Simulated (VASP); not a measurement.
C: single point with PBEsol+D3(BJ)

The system is C.

```
C
1.0
    -2.45766    0.00000    0.00000
     0.00000    0.00000   -3.52948
     0.00000   -4.25679    0.00000
C
4
Direct
  0.50000 0.00000 0.17019
  0.00000 0.00000 0.66314
  0.00000 0.00000 0.32981
  0.50000 0.00000 0.83686
```

This cell differs from its parent crystal: mode 8 frozen in at -0.015 Å and mode 12 at +0.000 Å (largest displacements).

* Program: VASP 6.6.1
* Task: single point
* Functional: PBEsol
* Dispersion: D3(BJ)
* Potentials or basis: VASP PAW PBE potentials, release 64 (C)
* Cutoff: 600 eV
* k mesh: 18 × 12 × 10
* Occupations: gaussian, width 0.15 eV
* Spin: no spin polarisation
* Dipole correction: no
* Further INCAR settings: ALGO = Normal; EDIFF = 1e-06; NBANDS = 16

| Quantity | Value |
| --- | --- |
| Pressure | 0.5 GPa |
| Largest force | 1.199 eV/Å |
| Band gap on the k mesh | zero (band 8 reaches 4.76 eV, above the bottom of band 9 at 3.75 eV) |
| Dispersion energy per atom | -0.105 eV |

Forces in eV/Å, atoms in the order of the input:
```
C    0.000  1.199  0.000
C    0.000 -1.189  0.000
C    0.000 -1.199  0.000
C    0.000  1.189  0.000
```

Stress tensor (GPa, compression positive):
```
 1.10  0.00  0.00
 0.00  0.61  0.00
 0.00  0.00 -0.33
```

Levels at points of the mesh, in eV from the Fermi level:
| k point | band 6 | band 7 | band 8 | band 9 | band 10 | band 11 |
| --- | --- | --- | --- | --- | --- | --- |
| (0.00, 0.00, 0.00) | -2.98 | -2.95 | -1.81 | 2.40 | 3.66 | 7.28 |
| (0.50, 0.00, 0.00) | -9.04 | -2.13 | -2.13 | 3.32 | 3.32 | 9.13 |
| (0.00, 0.50, 0.00) | -2.96 | -2.93 | -2.90 | 0.98 | 7.54 | 8.39 |
| (0.50, 0.50, 0.00) | -8.96 | -3.36 | -3.36 | 2.42 | 2.42 | 10.19 |
| (0.00, 0.00, 0.50) | -5.34 | -5.05 | -4.67 | 5.48 | 5.54 | 7.52 |
| (0.50, 0.00, 0.50) | -6.42 | -1.81 | -1.81 | 2.41 | 2.41 | 7.30 |
| (0.00, 0.50, 0.50) | -6.53 | -5.38 | -4.64 | 6.76 | 7.15 | 8.02 |
| (0.50, 0.50, 0.50) | -6.38 | -2.90 | -2.90 | 0.98 | 0.98 | 7.58 |

Run time: 2.5 min on 1 thread of Intel(R) Xeon(R) Platinum 8488C (Sapphire Rapids), with other jobs on the host, peak memory 0.33 GiB.

Caveat: the cell differs from its parent crystal (mode 8 frozen in at -0.015 Å and mode 12 at +0.000 Å (largest displacements)); the PAW data sets were made with another functional, which shifts forces and pressure a little.
